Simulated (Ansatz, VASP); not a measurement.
**HfN in VASP and in Ansatz**

INCAR

```
SYSTEM = HfN
PREC = Accurate
ENCUT = 520
EDIFF = 1E-7
ISMEAR = 0
SIGMA = 0.05
LREAL = .False.
LASPH = .True.
NELM = 100
ALGO = Normal
ISIF = 2
LWAVE = .False.
LCHARG = .False.
GGA = PS
NBANDS = 14
```

Contents of KPOINTS:

```
Automatic mesh
0
Gamma
  14 14 14
  0 0 0
```

The input POSCAR:

```
HfN
1.0
    0.0000000000      2.2507970929      2.2507970929
    2.2507970929      0.0000000000      2.2507970929
    2.2507970929      2.2507970929      0.0000000000
Hf N
1 1
Direct
    0.5000000000      0.5000000000      0.5000000000
    0.0000000000      0.0000000000      0.0000000000
```

Input for Ansatz:

```yaml
crystal:
  lattice:
    - [0.0, 2.2507970929, 2.2507970929]
    - [2.2507970929, 0.0, 2.2507970929]
    - [2.2507970929, 2.2507970929, 0.0]
  atoms:
    - { symbol: Hf, position: [0.5, 0.5, 0.5] }
    - { symbol: "N", position: [0.0, 0.0, 0.0] }
basis:
  ecutwfc: 420
  ecutrho_ratio: 4
kpoints:
  mp_grid: { grid: [14, 14, 14] }
hamiltonian:
  xc: pbesol
scf:
  occupations: { method: gaussian, width: 0.05 }
output:
  forces: true
  stress: true
  eigenvalues: true
```

Alike in both runs: task single point; functional PBEsol; k mesh 14 × 14 × 14; occupations gaussian, width 0.05 eV; no spin polarisation.

```csv
,VASP,Ansatz
version,VASP 6.6.1,Ansatz 0.2.0
potentials or method,"VASP PAW PBE potentials, release 64 (Hf_pv, N), cutoff 520 eV","scalar-relativistic, plane waves, PAW"
valence electrons in the cell,15,31
```

|  | VASP | Ansatz | Ansatz less VASP |
| --- | --- | --- | --- |
| gap on the k mesh at the Fermi level (eV) | none | none | - |
| pressure (GPa) | -2.2 | 0.0 | +2.18 |

VASP's potentials were made for PBE, not for PBEsol. A gap of «none» marks a metal or a gap that the smearing closes. VASP's potentials hold 15 valence electrons a cell and Ansatz's 31, so a difference there can come from the potentials and not from the codes.

Spin-orbit coupling is off throughout.
